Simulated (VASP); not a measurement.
A run of VASP 6.6.1 is set up as follows.

File INCAR:

```
SYSTEM = Rb
ALGO = Normal
EDIFF = 1E-7
ENCUT = 520
GGA = PS
ISIF = 2
ISMEAR = -1
LASPH = .TRUE.
LCHARG = .FALSE.
LREAL = .FALSE.
LWAVE = .FALSE.
NBANDS = 10
NELM = 80
PREC = Accurate
SIGMA = 0.05
```

File KPOINTS:

```
k-points
0
G
  7 7 7
  0 0 0
```

Contents of POSCAR:

```
Rb
1.0
   -2.7646237353      2.7646237353      2.7646237353
    2.7646237353     -2.7646237353      2.7646237353
    2.7646237353      2.7646237353     -2.7646237353
Rb
1
Direct
    0.0000000000      0.0000000000      0.0000000000
```

Potentials or basis: VASP PAW PBE potentials, release 64 (Rb_sv).

The run is started by

```console
$ cat potpaw_PBE.64/Rb_sv/POTCAR > POTCAR
$ mpirun -np 1 vasp_std > vasp.out
```

Task: What does it give for the pressure?

Result: 0.1 GPa.

Caveat: the PAW data sets were made with another functional, which shifts forces and pressure a little.
